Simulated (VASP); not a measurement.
Set up this calculation in VASP 6.6.1, as the native input.

```
Task                    : single point
Functional              : PBE
Potentials or basis     : VASP PAW PBE potentials, release 64 (Cs_sv, Pb_d, Cl)
Cutoff                  : 400 eV
k mesh                  : 6 × 6 × 6
Occupations             : gaussian, width 0.02 eV
Spin                    : no spin polarisation
Dipole correction       : no
k mesh for the DOS      : 9 × 9 × 9
Occupations for the DOS : tetrahedron
Further INCAR settings  : ALGO = Normal; EDIFF = 1e-06; NBANDS = 30
```

The system is CsPbCl3.

```
CELL_PARAMETERS angstrom
5.73527 0.00000 0.00000
0.00000 5.73527 0.00000
0.00000 0.00000 5.73527
ATOMIC_POSITIONS crystal
Cs 0.00000 0.00000 0.00000
Pb 0.50000 0.50000 0.50000
Cl 0.50000 0.50000 0.00000
Cl 0.00000 0.50000 0.50000
Cl 0.50000 0.00000 0.50000
```

One way to write it, as run:

POSCAR

```
CsPbCl3
1.0
    5.7352729408      0.0000000000      0.0000000000
    0.0000000000      5.7352729408      0.0000000000
    0.0000000000      0.0000000000      5.7352729408
Cs Pb Cl
1 1 3
Direct
    0.0000000000      0.0000000000      0.0000000000
    0.5000000000      0.5000000000      0.5000000000
    0.5000000000      0.5000000000      0.0000000000
    0.0000000000      0.5000000000      0.5000000000
    0.5000000000      0.0000000000      0.5000000000
```

INCAR.step1

```
SYSTEM = CsPbCl3
PREC = Accurate
ENCUT = 400
EDIFF = 1E-6
ISMEAR = 0
SIGMA = 0.02
LREAL = .False.
LASPH = .True.
NELM = 120
ALGO = Normal
ISIF = 2
LWAVE = .False.
LCHARG = .True.
GGA = PE
NBANDS = 30
GGA_COMPAT = .False.
NEDOS = 2001
LORBIT = 11
```

KPOINTS.step1

```
Automatic mesh
0
Gamma
  6 6 6
  0 0 0
```

INCAR.step2

```
SYSTEM = CsPbCl3
PREC = Accurate
ENCUT = 400
EDIFF = 1E-6
ISMEAR = -5
SIGMA = 0.02
LREAL = .False.
LASPH = .True.
NELM = 120
ALGO = Normal
ISIF = 2
LWAVE = .False.
LCHARG = .False.
GGA = PE
LORBIT = 11
NBANDS = 30
NEDOS = 1001
ICHARG = 11
GGA_COMPAT = .False.
```

KPOINTS.step2

```
Automatic mesh
0
Gamma
  9 9 9
  0 0 0
```

Potentials or basis: VASP PAW PBE potentials, release 64 (Cs_sv, Pb_d, Cl).

Run with:

```console
$ cat potpaw_PBE.64/Cs_sv/POTCAR potpaw_PBE.64/Pb_d/POTCAR potpaw_PBE.64/Cl/POTCAR > POTCAR
$ cp INCAR.step1 INCAR
$ cp KPOINTS.step1 KPOINTS
$ mpirun -np 1 vasp_std > vasp.out
$ cp INCAR.step2 INCAR
$ cp KPOINTS.step2 KPOINTS
$ mpirun -np 1 vasp_std > vasp.out
```

Results of the run:

The valence electrons inside the program's atomic spheres are Cs 6.56; Pb 11.78; Cl 5.12.

Run time: 70 s on 1 thread of Intel(R) Xeon(R) 6975P-C (Granite Rapids), on a shared host, peak memory 0.29 GiB.
